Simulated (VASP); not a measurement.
Write the native input for VASP 6.6.1 that does the following.

```yaml
Task: electric field gradients
Functional: LDA
Potentials_or_basis: VASP PAW LDA potentials, release 64 (Si, O)
Cutoff: 520 eV
k_mesh: 4 × 4 × 4
Occupations: fermi-dirac, width 0.02 eV
Spin: no spin polarisation
Dipole_correction: no
Further_INCAR_settings: LREAL = Auto; ALGO = Normal; EDIFF = 1e-08; NBANDS = 82
```

The structure of SiO2 lies in POSCAR:

```
SiO2
1.0
    7.1600000000      0.0000000000      0.0000000000
    0.0000000000      7.1600000000      0.0000000000
    0.0000000000      0.0000000000      7.1600000000
Si O
8 16
Direct
    0.2807082821      0.2807082821      0.2807082821
    0.2192917179      0.7192917179      0.7807082821
    0.7807082821      0.2192917179      0.7192917179
    0.7192917179      0.7807082821      0.2192917179
    1.0205837188      1.0205837188      1.0205837188
    0.4794162812     -0.0205837188      0.5205837188
    0.5205837188      0.4794162812     -0.0205837188
   -0.0205837188      0.5205837188      0.4794162812
    0.1505389581      0.1505389581      0.1505389581
    0.3494610419      0.8494610419      0.6505389581
    0.6505389581      0.3494610419      0.8494610419
    0.8494610419      0.6505389581      0.3494610419
    0.6398190185      0.6615813720      0.0434329365
    0.8601809815      0.3384186280      0.5434329365
    0.1398190185      0.8384186280      0.9565670635
    0.3601809815      0.1615813720      0.4565670635
    0.0434329365      0.6398190185      0.6615813720
    0.5434329365      0.8601809815      0.3384186280
    0.9565670635      0.1398190185      0.8384186280
    0.4565670635      0.3601809815      0.1615813720
    0.6615813720      0.0434329365      0.6398190185
    0.3384186280      0.5434329365      0.8601809815
    0.8384186280      0.9565670635      0.1398190185
    0.1615813720      0.4565670635      0.3601809815
```

The input as run:

INCAR

```
ALGO = Normal ; EDIFF = 1E-8
ENCUT = 520 ; ISIF = 2
ISMEAR = -1 ; LASPH = True
LCHARG = False ; LEFG = True
LREAL = Auto ; LWAVE = False
NBANDS = 82 ; NELM = 80
PREC = Accurate ; SIGMA = 0.02
```

KPOINTS

```
k-points
0
Gamma
  4 4 4
```

Potentials or basis: VASP PAW LDA potentials, release 64 (Si, O).

Launch:

```console
$ cat potpaw_LDA.64/Si/POTCAR potpaw_LDA.64/O/POTCAR > POTCAR
$ mpirun -np 1 vasp_std > vasp.out
```

It gave:

The pressure is -4.5 GPa. The largest force is 0.322 eV/Å. The band gap on the k mesh is 5.46 eV. The largest electric field gradient by atom is Si +3.9, -1.7 (each value once); O +97.7, +89.9 (each value once) V/Å².

Caveat: the cell stands under tension; without QUAD_EFG the Cq values of the log hold for a quadrupole moment of 1 mb, not for the nuclei.

It took 13 min on 1 thread of Oxide Virtual Turin-like Processor, on a shared host, peak memory 0.38 GiB.
